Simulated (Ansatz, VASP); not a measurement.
## Two plane-wave programs on LiF

Contents of POSCAR:

```
LiF
1.0
    0.0000000000      2.0688788280      1.9500071589
    2.0688788280      0.0000000000      1.9500071589
    2.0688788280      2.0688788280      0.0000000000
Li F
1 1
Direct
    0.0000000000      0.0000000000      0.0000000000
    0.5000000000      0.5000000000      0.5000000000
```

Contents of INCAR.step1:

```
SYSTEM = LiF
PREC = Accurate
ENCUT = 520
ISMEAR = 0
SIGMA = 0.01
LREAL = .False.
LASPH = .True.
NELM = 60
NBANDS = 12
GGA = PE
ALGO = Normal
EDIFF = 1E-4
LWAVE = .True.
LCHARG = .False.
```

INCAR.step2

```
SYSTEM = LiF
PREC = Accurate
ENCUT = 520
EDIFF = 1E-6
ISMEAR = 0
SIGMA = 0.01
LREAL = .False.
LASPH = .True.
NELM = 60
ALGO = Normal
ISIF = 2
LWAVE = .False.
LCHARG = .False.
METAGGA = R2SCAN
LMIXTAU = .True.
NBANDS = 12
ISTART = 1
```

KPOINTS

```
Automatic mesh
0
Gamma
  10 10 10
  0 0 0
```

Input for Ansatz:

```yaml
crystal:
  lattice:
    - [0.0, 2.068878828, 1.9500071589]
    - [2.068878828, 0.0, 1.9500071589]
    - [2.068878828, 2.068878828, 0.0]
  atoms:
    - { symbol: Li, position: [0.0, 0.0, 0.0] }
    - { symbol: F, position: [0.5, 0.5, 0.5] }
kpoints:
  mp_grid: { grid: [10, 10, 10] }
  band_path:
    path:
      - [0.0, 0.0, 0.0]
      - [0.5, 0.0, 0.5]
      - [0.625, 0.25, 0.625]
      - [0.375, 0.375, 0.75]
      - [0.5, 0.5, 0.5]
      - [0.5, 0.25, 0.75]
    npoints: 1
hamiltonian:
  xc: r2scan
scf:
  occupations: { method: fixed }
  n_extra_bands: 4
output:
  forces: true
  stress: true
  eigenvalues: true
```

Change from the starting cell: epitaxial_xy strain +3.7%.

Alike in both runs: task single point; functional r2SCAN; k mesh 10 × 10 × 10; no spin polarisation.

```csv
,VASP,Ansatz
version,VASP 6.6.1,Ansatz 0.2.0
potentials or method,"VASP PAW PBE potentials, release 64 (Li_sv, F)","plane waves, PAW"
plane-wave cutoff (eV),520,500
occupations,"gaussian, width 0.01 eV",fixed
valence electrons in the cell,10,10
```

```tsv
	VASP	Ansatz	Ansatz less VASP
gap on the k mesh at the Fermi level (eV)	9.99	9.80	-0.194
```

VASP's potentials were made for PBE, not for r2SCAN.

Noted on VASP's run: the cutoff is short for stress, so the pressure is rough.
